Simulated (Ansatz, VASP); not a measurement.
Two plane-wave programs on SiNi2

File INCAR:

```
SYSTEM = SiNi2
PREC = Accurate
ENCUT = 520
EDIFF = 1E-6
ISMEAR = 0
SIGMA = 0.15
LREAL = .False.
LASPH = .True.
NELM = 80
ALGO = Fast
ISIF = 2
LWAVE = .False.
LCHARG = .False.
GGA = PS
NBANDS = 33
```

KPOINTS

```
regular mesh
0
Gamma
  12 12 10
  0 0 0
```

Contents of POSCAR:

```
SiNi2
1.0
    3.8684636248      0.0000000000      0.0000000000
   -1.9342318124      3.3501877727      0.0000000000
    0.0000000000      0.0000000000      4.9169852794
Si Ni
2 4
Direct
    0.3333333333      0.6666666667      0.7704039611
    0.6666666667      0.3333333333      0.2295960389
    0.0000000000      0.0000000000      0.0000000000
    0.0000000000      0.0000000000      0.5000000000
    0.3333333333      0.6666666667      0.2728798733
    0.6666666667      0.3333333333      0.7271201267
```

Input for Ansatz:

```yaml
crystal:
  lattice:
    - [3.8684636248, 0.0, 0.0]
    - [-1.9342318124, 3.3501877727, 0.0]
    - [0.0, 0.0, 4.9169852794]
  atoms:
    - { symbol: Si, position: [0.3333333333, 0.6666666667, 0.7704039611] }
    - { symbol: Si, position: [0.6666666667, 0.3333333333, 0.2295960389] }
    - { symbol: Ni, position: [0.0, 0.0, 0.0] }
    - { symbol: Ni, position: [0.0, 0.0, 0.5] }
    - { symbol: Ni, position: [0.3333333333, 0.6666666667, 0.2728798733] }
    - { symbol: Ni, position: [0.6666666667, 0.3333333333, 0.7271201267] }
basis:
  ecutwfc: 420
kpoints:
  mp_grid: { grid: [12, 12, 10] }
hamiltonian:
  xc: pbesol
scf:
  occupations: { method: gaussian, width: 0.15 }
output:
  forces: true
  stress: true
  eigenvalues: true
```

Change from the starting cell: mode 4 (122.1 1/cm) frozen in, largest displacement +0.113 Å.

Alike in both runs: task single point; functional PBEsol; k mesh 12 × 12 × 10; occupations gaussian, width 0.15 eV; no spin polarisation.

```csv
,VASP,Ansatz
version,VASP 6.6.1,Ansatz 0.2.0
potentials or method,"VASP PAW PBE potentials, release 64 (Si, Ni), cutoff 520 eV","scalar-relativistic, plane waves, PAW"
valence electrons in the cell,48,80
```

Ansatz gave:

| Item | Value |
| --- | --- |
| gap on the k mesh at the Fermi level (eV) | none |
| pressure (GPa) | -0.2 |
| traceless stress, the component that is largest in VASP (GPa) | -0.28 |
| rms of the force components (eV/Å) | 0.129 |

Question: Which values does VASP return?

Answer: gap on the k mesh at the Fermi level (eV): none; pressure (GPa): 0.1; traceless stress, the component that is largest in VASP (GPa): -0.42; rms of the force components (eV/Å): 0.125.

VASP's potentials were made for PBE, not for PBEsol. Atom by atom the forces differ by 0.004 eV/Å (rms over components). A gap of «none» marks a metal or a gap that the smearing closes. With one functional, cell and mesh, what is left measures potentials, basis and numerics. VASP's potentials hold 48 valence electrons a cell and Ansatz's 80, so a difference there can come from the potentials and not from the codes.
